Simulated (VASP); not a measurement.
# InP in VASP: notebook

InP is run at these levels: PBE+D3(BJ); tasks: single point.

Everything below comes from runs of VASP 6.6.1. Logs are shortened: lines on timing, memory, paths and dates and some standing lists are left out, and cuts for length are marked.

**1. The cell of the first run**

The cell holds a slab with vacuum, 24 atoms: a = 8.316 Å, b = 8.316 Å, c = 18.638 Å, α = 90.00°, β = 90.00°, γ = 60.00°.

**2. Single point, PBE+D3(BJ)**

Contents of INCAR:

```
SYSTEM = InP
PREC = Accurate
ENCUT = 520
EDIFF = 1E-6
ISMEAR = -1
SIGMA = 0.15
LREAL = Auto
LASPH = .TRUE.
NELM = 60
ALGO = Normal
ISIF = 2
LWAVE = .FALSE.
LCHARG = .TRUE.
GGA = PE
IVDW = 12
LELF = .TRUE.
LVHAR = .TRUE.
NBANDS = 126
```

Contents of KPOINTS:

```
regular mesh
0
G
  2 2 1
  0 0 0
```

Contents of POSCAR:

```
InP
1.0
    8.3155760000      0.0000000000      0.0000000000
    4.1577880000      7.2015000000      0.0000000000
    0.0000000000      0.0000000000     18.6383440000
In P
12 12
Direct
    0.0000000000      0.0000000000      0.0536528353
   -0.0000027500      0.5000069430      0.0536528353
    0.5000014431      0.0000000000      0.0536528353
    0.4999986931      0.5000069430      0.0536528353
    0.6262130241      0.6842046796      0.2452471099
    0.6454644017      0.1910851906      0.2499900206
    0.1512582371      0.6653058391      0.2519483491
    0.1618214040      0.1351107408      0.2488955027
    0.3406649035      0.2932028050      0.4348991520
    0.3696211178      0.8298132334      0.4365623899
    0.8636525587      0.2965354440      0.4166840144
    0.8415205448      0.8247587308      0.4303547568
    0.1666708597      0.1666597237      0.0991879965
    0.1666681097      0.6666666667      0.0991879965
    0.6666723028      0.1666597237      0.0991879965
    0.6666695528      0.6666666667      0.0991879965
    0.8257393278      0.8294799695      0.2918338668
    0.8267388236      0.3394570576      0.2793649479
    0.3271361442      0.8130944942      0.2989643286
    0.3191148305      0.3036173020      0.2844297755
    0.5114368637      0.4788863431      0.4619991991
    0.5213744352      0.9895577310      0.4943786851
    0.0190750484      0.4785669652      0.4748275920
    0.0224895699      0.9781851003      0.4699076270
```

Potentials or basis: VASP PAW PBE potentials, release 64 (In_d, P).

Started as:

```
cat potpaw_PBE.64/In_d/POTCAR potpaw_PBE.64/P/POTCAR > POTCAR
mpirun -np 1 vasp_std > vasp.out
```

OUTCAR:

```text
SYSTEM = InP
   PREC = Accurate
   ENCUT = 520
   EDIFF = 1E-6
   ISMEAR = -1
   LREAL = Auto
   LASPH = .TRUE.
   NELM = 60
   ISIF = 2
   GGA = PE
   IVDW = 12
 IVDW          = 12

 ion  position               nearest neighbor table
   1  0.000  0.000  0.054-  15 2.55  13 2.55  14 2.55
   2  1.000  0.500  0.054-  16 2.55  14 2.55  13 2.55
   3  0.500  0.000  0.054-  13 2.55  15 2.55  16 2.55
   4  0.500  0.500  0.054-  14 2.55  16 2.55  15 2.55
   5  0.626  0.684  0.245-  19 2.38  18 2.57  17 2.64  16 2.74   8 3.81  10 4.02   6 4.02
   6  0.645  0.191  0.250-  18 2.44  20 2.47  17 2.72  15 2.82  11 3.91   5 4.02
   7  0.151  0.665  0.252-  17 2.46  19 2.49  20 2.68  14 2.85   8 3.95  12 4.00
   8  0.162  0.135  0.249-  20 2.44  18 2.50  19 2.50  13 2.80  11 3.79   5 3.81   7 3.95
   9  0.341  0.293  0.435-  23 2.44  22 2.46  21 2.62  20 2.81  10 3.74  11 3.97
  10  0.370  0.830  0.437-  22 2.49  24 2.58  21 2.59  19 2.60   9 3.74  12 3.90   5 4.02
  11  0.864  0.297  0.417-  24 2.50  18 2.58  23 2.66  21 2.67   8 3.79   6 3.91   9 3.97
  12  0.842  0.825  0.430-  24 2.52  17 2.58  22 2.60  23 2.63  10 3.90   7 4.00
  13  0.167  0.167  0.099-   3 2.55   1 2.55   2 2.55   8 2.80
  14  0.167  0.667  0.099-   4 2.55   2 2.55   1 2.55   7 2.85
  15  0.667  0.167  0.099-   1 2.55   3 2.55   4 2.55   6 2.82
  16  0.667  0.667  0.099-   2 2.55   4 2.55   3 2.55   5 2.74
  17  0.826  0.829  0.292-   7 2.46  12 2.58   5 2.64   6 2.72
  18  0.827  0.339  0.279-   6 2.44   8 2.50   5 2.57  11 2.58
  19  0.327  0.813  0.299-   5 2.38   7 2.49   8 2.50  10 2.60
  20  0.319  0.304  0.284-   8 2.44   6 2.47   7 2.68   9 2.81
  21  0.511  0.479  0.462-  10 2.59   9 2.62  11 2.67
  22  0.521  0.990  0.494-   9 2.46  10 2.49  12 2.60
  23  0.019  0.479  0.475-   9 2.44  12 2.63  11 2.66
  24  0.022  0.978  0.470-  11 2.50  12 2.52  10 2.58

  LATTYP: Found a hexagonal cell.
 ALAT       =     8.3155759454
 C/A-ratio  =     2.2413774010

  Lattice vectors:

 A1 = (  -4.1577880000,  -7.2015000000,   0.0000000000)
 A2 = (   8.3155760000,   0.0000000000,   0.0000000000)
 A3 = (   0.0000000000,   0.0000000000,  18.6383440000)

Analysis of symmetry for initial positions (statically):
=====================================================================
 Subroutine PRICEL returns:
 Original cell was already a primitive cell.

 Routine SETGRP: Setting up the symmetry group for a
 hexagonal supercell.

 Subroutine GETGRP returns: Found  1 space group operations
 (whereof  1 operations were pure point group operations)
 out of a pool of 24 trial point group operations.

The static configuration has the point symmetry C_1 .

Analysis of symmetry for dynamics (positions and initial velocities):
=====================================================================
 Subroutine PRICEL returns:
 Original cell was already a primitive cell.

 Routine SETGRP: Setting up the symmetry group for a
 hexagonal supercell.

 Subroutine GETGRP returns: Found  1 space group operations
 (whereof  1 operations were pure point group operations)
 out of a pool of 24 trial point group operations.

The dynamic configuration has the point symmetry C_1 .

 Subroutine INISYM returns: Found  1 space group operations
 (whereof  1 operations are pure point group operations),
 and found     1 'primitive' translations

----------------------------------------------------------------------------------------

                                     Primitive cell

  volume of cell :    1116.1502

  direct lattice vectors                    reciprocal lattice vectors
     8.315576000  0.000000000  0.000000000     0.120256252 -0.069429980  0.000000000
     4.157788000  7.201500000  0.000000000     0.000000000  0.138859960  0.000000000
     0.000000000  0.000000000 18.638344000     0.000000000  0.000000000  0.053652835

  length of vectors
     8.315576000  8.315575945 18.638344000     0.138859959  0.138859960  0.053652835

  position of ions in fractional coordinates (direct lattice)
     0.000000000  0.000000000  0.053652835
     0.999997250  0.500006943  0.053652835
     0.500001443  0.000000000  0.053652835
     0.499998693  0.500006943  0.053652835
     0.626213024  0.684204680  0.245247110
     0.645464402  0.191085191  0.249990021
[... 16 lines left out ...]
     0.019075048  0.478566965  0.474827592
     0.022489570  0.978185100  0.469907627

  ion indices of the primitive-cell ions
   primitive index   ion index
                 1           1
                 2           2
                 3           3
                 4           4
                 5           5
                 6           6
[... 16 lines left out ...]
                23          23
                24          24

----------------------------------------------------------------------------------------

 KPOINTS: regular mesh

Automatic generation of k-mesh.
 Grid dimensions read from file:
 generate k-points for:    2    2    1

 Generating k-lattice:

  Cartesian coordinates                     Fractional coordinates (reciprocal lattice)
     0.060128126 -0.034714990  0.000000000     0.500000000  0.000000000  0.000000000
     0.000000000  0.069429980  0.000000000     0.000000000  0.500000000  0.000000000
     0.000000000  0.000000000  0.053652835     0.000000000  0.000000000  1.000000000

  Length of vectors
     0.069429979  0.069429980  0.053652835

  Shift w.r.t. Gamma in fractional coordinates (k-lattice)
     0.000000000  0.000000000  0.000000000

 Subroutine IBZKPT returns following result:
 ===========================================

 Found      4 irreducible k-points:

 Following reciprocal coordinates:
            Coordinates               Weight
  0.000000  0.000000  0.000000      1.000000
  0.500000  0.000000  0.000000      1.000000
  0.500000  0.500000  0.000000      1.000000
  0.000000  0.500000  0.000000      1.000000
   k-points           NKPTS =      4   k-points in BZ     NKDIM =      4   number of bands    NBANDS=    126
   number of dos      NEDOS =    301   number of ions     NIONS =     24
   total plane-waves  NPLWV = 573440
   dimension x,y,z NGX =    64 NGY =   64 NGZ =  140
   dimension x,y,z NGXF=   128 NGYF=  128 NGZF=  280
   ions per type =              12  12
   NGX,Y,Z   is equivalent  to a cutoff of  12.79, 12.79, 12.49 a.u.
   NGXF,Y,Z  is equivalent  to a cutoff of  25.59, 25.59, 24.97 a.u.
 SYSTEM =  InP
   PREC   = accura    normal or accurate (medium, high low for compatibility)
   ISTART =      0    job   : 0-new  1-cont  2-samecut
   ICHARG =      2    charge: 1-file 2-atom 10-const
   ISPIN  =      1    spin polarized calculation?
   LNONCOLLINEAR =      F non collinear calculations
   LSORBIT =      F    spin-orbit coupling
   LASPH  =      T    aspherical Exc in radial PAW
   ENCUT  =  520.0 eV  38.22 Ry    6.18 a.u.  15.46 15.46 34.65*2*pi/ulx,y,z
   NELM   =     60;   NELMIN=  2; NELMDL= -5     # of ELM steps
   EDIFF  = 0.1E-05   stopping-criterion for ELM
   LREAL  =      T    real-space projection
   EDIFFG = 0.1E-04   stopping-criterion for IOM
   NSW    =      0    number of steps for IOM
   IBRION =     -1    ionic relax: 0-MD 1-quasi-New 2-CG
   NFREE  =      0    steps in history (QN), initial steepest desc. (CG)
   ISIF   =      2    stress and relaxation
   ISYM   =      2    0-nonsym 1-usesym 2-fastsym
   POTIM  = 0.5000    time-step for ionic-motion
   TEBEG  =    0.0;   TEEND  =   0.0 temperature during run
   PSTRESS=    0.0 pullay stress
   NELECT =     216.0000    total number of electrons
   NUPDOWN=      -1.0000    fix difference up-down
   EMIN   =  10.00;   EMAX   =-10.00  energy-range for DOS
   EFERMI =   0.00;   METHOD = LEGACY
   ISMEAR =    -1;   SIGMA  =   0.15  broadening in eV -4-tet -1-fermi 0-gaus
   EFERMI_NEDOS =   21; number of points for ismear=-14 and -15
   IALGO  =     38    algorithm
   IMIX   =      4    mixing-type and parameters
     AMIX     =   0.40;   BMIX     =  1.00
     AMIX_MAG =   1.60;   BMIX_MAG =  1.00
  volume/ion in A,a.u.               =      46.51       313.84
  Fermi-wavevector in a.u.,A,eV,Ry     =   0.946931  1.789441 12.200061  0.896679
  Thomas-Fermi vector in A             =   2.074976
   LORBIT       =      0    0 simple, 1 ext, 2 COOP (PROOUT), +10 PAW based schemes
   GGA     = PE    functional components
   LHFCALC =     F    Hartree Fock is set to
   AEXX    =    0.0000 exact exchange contribution
   IVDW    =    12    specifies the selected vdW correction
   LEPSILON=     F    determine dielectric tensor
   LRPA    =     F    only Hartree local field effects (RPA)
 non-spin polarized calculation
  energy-cutoff  :      520.00
  volume of cell :     1116.15
 maximum number of plane-waves:     30069
 NGX is ok and might be reduce to    64
   NGX = 31   NGY = 31   NGZ = 69

 number of electron     216.0000033 magnetization

 Free energy of the ion-electron system (eV)
  ---------------------------------------------------
  ext. energy  EPLUGINS =         0.00000000
  ---------------------------------------------------
  free energy    TOTEN  =       -92.04580464 eV

  energy without entropy =      -91.16616517  energy(sigma->0) =      -91.60598491

 E-fermi :   0.9527     XC(G=0):  -5.8256

 val. band max:        0.8037388939   @ k =   0.0000   0.5000   0.0000
 cond. band min:       0.9974792487   @ k =   0.0000   0.0000   0.0000
 fundamental gap:      0.1937403549
 Fermi energy:         0.9526879489

 k-point     1 :       0.0000    0.0000    0.0000
  band No.  band energies     occupation
      1     -14.1549      2.00000
      2     -14.1455      2.00000
      3     -14.1405      2.00000
      4     -14.0893      2.00000
      5     -14.0851      2.00000
      6     -14.0218      2.00000
[... 112 lines left out ...]
    119       2.7382      0.00001
    120       2.7783      0.00001

 k-point     2 :       0.5000    0.0000    0.0000
  band No.  band energies     occupation
      1     -14.1420      2.00000
      2     -14.1292      2.00000
      3     -14.1145      2.00000
      4     -14.1001      2.00000
      5     -14.0836      2.00000
      6     -14.0250      2.00000
[... 112 lines left out ...]
    119       3.4952      0.00000
    120       3.6344      0.00000

 k-point     3 :       0.5000    0.5000    0.0000
  band No.  band energies     occupation
      1     -14.1376      2.00000
      2     -14.1328      2.00000
      3     -14.1149      2.00000
      4     -14.1020      2.00000
      5     -14.0805      2.00000
      6     -14.0237      2.00000
[... 112 lines left out ...]
    119       3.6005      0.00000
    120       3.7631      0.00000

 k-point     4 :       0.0000    0.5000    0.0000
  band No.  band energies     occupation
      1     -14.1411      2.00000
      2     -14.1294      2.00000
      3     -14.1158      2.00000
      4     -14.1001      2.00000
      5     -14.0839      2.00000
      6     -14.0245      2.00000
[... 112 lines left out ...]
    119       3.5883      0.00000
    120       3.7576      0.00000
 [bands above 120 left out]

------------------------ aborting loop because EDIFF is reached ----------------------------------------

 Edisp (eV)   -5.68506

 E8    (eV) :    -2.5906

  FORCE on cell =-STRESS in cart. coord.  units (eV):
  Direction    XX          YY          ZZ          XY          YZ          ZX
  --------------------------------------------------------------------------------------
  -------------------------------------------------------------------------------------
  Total       4.82374    -0.31147    -3.97603    -1.44640     1.74475    -1.18973
  in kB       6.92424    -0.44710    -5.70739    -2.07623     2.50451    -1.70780
  external pressure =        0.26 kB  Pullay stress =        0.00 kB

 VOLUME and BASIS-vectors are now :
 -----------------------------------------------------------------------------
  energy-cutoff  :      520.00
  volume of cell :     1116.15
      direct lattice vectors                 reciprocal lattice vectors
     8.315576000  0.000000000  0.000000000     0.120256252 -0.069429980  0.000000000
     4.157788000  7.201500000  0.000000000     0.000000000  0.138859960  0.000000000
     0.000000000  0.000000000 18.638344000     0.000000000  0.000000000  0.053652835

 POSITION                                       TOTAL-FORCE (eV/Angst)
 -----------------------------------------------------------------------------------
      0.00000      0.00000      1.00000         0.035803      0.027351      0.405658
     10.39448      3.60080      1.00000         0.045306     -0.023683      0.218821
      4.15780      0.00000      1.00000        -0.017701      0.038614      0.376431
      6.23670      3.60080      1.00000        -0.019144     -0.022340      0.324245
      8.05210      4.92730      4.57100         1.836479     -0.502355     -0.703870
      6.16190      1.37610      4.65940        -0.334134     -1.313949     -0.373884
[... 16 lines left out ...]
      2.14840      3.44640      8.85000        -1.032173      0.409501     -0.145541
      4.25410      7.04440      8.75830         0.226622     -0.000241      0.110361
 -----------------------------------------------------------------------------------
    total drift:                                0.036774      0.010447      0.064326

  FREE ENERGIE OF THE ION-ELECTRON SYSTEM (eV)
  ---------------------------------------------------
  free  energy   TOTEN  =       -97.7308634119 eV

  energy  without entropy=      -96.8512239446  energy(sigma->0) =      -97.29104368
```

Run time: 56 min. Hardware: 1 thread of Intel Xeon 8259CL, shared host; peak memory 1.2 GiB.

Results:

- Free energy: -97.7309 eV
- Largest force: 2.030 eV/Å
- Band gap on the k mesh: 0.03 eV
- Dispersion energy per atom: -0.237 eV

Forces in eV/Å, atoms in the order of the input:
```
In   0.036  0.027  0.406
In   0.045 -0.024  0.219
In  -0.018  0.039  0.376
In  -0.019 -0.022  0.324
In   1.836 -0.502 -0.704
In  -0.334 -1.314 -0.374
In  -0.197 -1.094 -0.493
In  -0.224 -0.009 -0.987
In   0.750  0.526 -0.622
In  -0.516 -0.464  0.527
In  -0.121  0.801  0.815
In  -0.162 -0.387  0.355
P   -0.071 -0.193  0.036
P    0.016  0.037  0.250
P   -0.021  0.005 -0.006
P   -0.139  0.097  0.082
P   -0.839  0.799 -0.539
P    0.126  0.335 -0.005
P   -0.740  0.454  0.148
P    0.691  1.277  0.536
P    0.396 -0.203 -0.289
P    0.310 -0.591 -0.018
P   -1.032  0.410 -0.146
P    0.227  0.000  0.110
```

Caveat: the k points lie up to 0.44 Å⁻¹ apart; the smearing spreads over this small gap; there is no dipole correction, which matters where the two faces differ; semilocal functionals underestimate gaps, and a narrow one can read as zero; spin-orbit coupling is left out, which moves the levels of the heavy elements.

[end of part 1 of 2]

The gap in the log of VASP goes by the Fermi energy; the results here count the filled bands.